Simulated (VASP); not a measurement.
# Bi: single point with PBEsol

Bi:

```
Bi
1.0
     2.26268    1.30636    3.87276
    -2.26268    1.30636    3.87276
     0.00000   -2.61271    3.87276
Bi
2
Direct
  0.23744 0.23744 0.23744
  0.76256 0.76256 0.76256
```

```
Program                : VASP 6.6.1
Task                   : single point
Functional             : PBEsol
Potentials or basis    : VASP PAW PBE potentials, release 64 (Bi_d)
Cutoff                 : 520 eV
k mesh                 : 12 × 12 × 12
Occupations            : fermi-dirac, width 0.15 eV
Spin                   : no spin polarisation
Dipole correction      : no
Further INCAR settings : ALGO = Fast; EDIFF = 1e-06; NBANDS = 22
```

```
Pressure               : 0.0 GPa
Largest force          : 0.004 eV/Å
Band gap on the k mesh : zero (bands 15 and 16 overlap by 0.22 eV)
```

Forces in eV/Å, atoms in the order of the input:
```
Bi   0.000  0.000  0.004
Bi   0.000  0.000 -0.004
```

Levels at points of the mesh, in eV from the Fermi level:
```tsv
k point	band 12	band 13	band 14	band 15	band 16	band 17	band 18	band 19
(0.00, 0.00, 0.00)	-7.45	-1.56	-1.29	-1.29	2.74	3.02	3.02	5.43
(0.50, 0.00, 0.00)	-10.70	-1.16	-1.03	-0.33	-0.31	0.30	0.71	7.66
(0.50, 0.50, 0.00)	-9.47	-4.93	-3.18	-3.04	2.38	5.01	5.33	6.96
(0.50, 0.50, 0.50)	-10.24	-0.87	-0.56	-0.56	0.45	0.45	0.49	7.24
```

Wall time 110 s on 1 thread of Intel(R) Xeon(R) 6975P-C (Granite Rapids), on a shared host, peak memory 0.36 GiB.

Caveat: the PAW data sets were made with another functional, which shifts forces and pressure a little; spin-orbit coupling is left out, which moves the levels of the heavy elements.
